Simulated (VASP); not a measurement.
Runs of VASP 6.6.1 on NaCl. The structure is that of space group Pm-3m (No. 221), or close to it. The cells are those of the table. 

| task | cell | cutoff (eV) | k mesh for the DOS | occupations for the DOS | gap on the mesh (eV) | pressure (GPa) |
| --- | --- | --- | --- | --- | --- | --- |
| single point | a = 2.802 Å, 2 atoms | 520 | - | - | 3.93 | (c) |
| single point | a = 2.889, b = 2.889, c = 2.860 Å, 2 atoms | 520 | - | - | 4.19 | 55.4 |
| electric field gradients | a = 2.831 Å, 2 atoms | 400 | - | - | 4.07 | 67.6 |
| electric field gradients | a = 2.879 Å, 2 atoms | 400 | - | - | 4.28 | 55.0 |
| single point | a = 2.860, b = 2.860, c = 2.831 Å, 2 atoms | 520 | - | - | 4.07 | (b) |
| single point | a = 2.879 Å, 2 atoms | 520 | - | - | 4.28 | 55.4 |
| single point | a = 2.860, b = 2.860, c = 2.889 Å, 2 atoms | 520 | - | - | 4.20 | 57.7 |
| single point | a = 2.821 Å, 2 atoms | 520 | - | - | (a) | 70.9 |
| electric field gradients | a = 2.802 Å, 2 atoms | 400 | - | - | 3.93 | 76.6 |

Alike in all rows: level PBEsol; potentials or basis VASP PAW PBE potentials, release 64 (Na_pv, Cl); no spin polarisation; k mesh 8 × 8 × 8; smearing fermi-dirac 0.02 eV.

Problem. Estimate the missing entries.

Solution. (a) 4.03; (b) 62.6; (c) 77.0.

Caveats: the PAW data sets were made with another functional, which shifts forces and pressure a little.

A k mesh can miss the band edges.
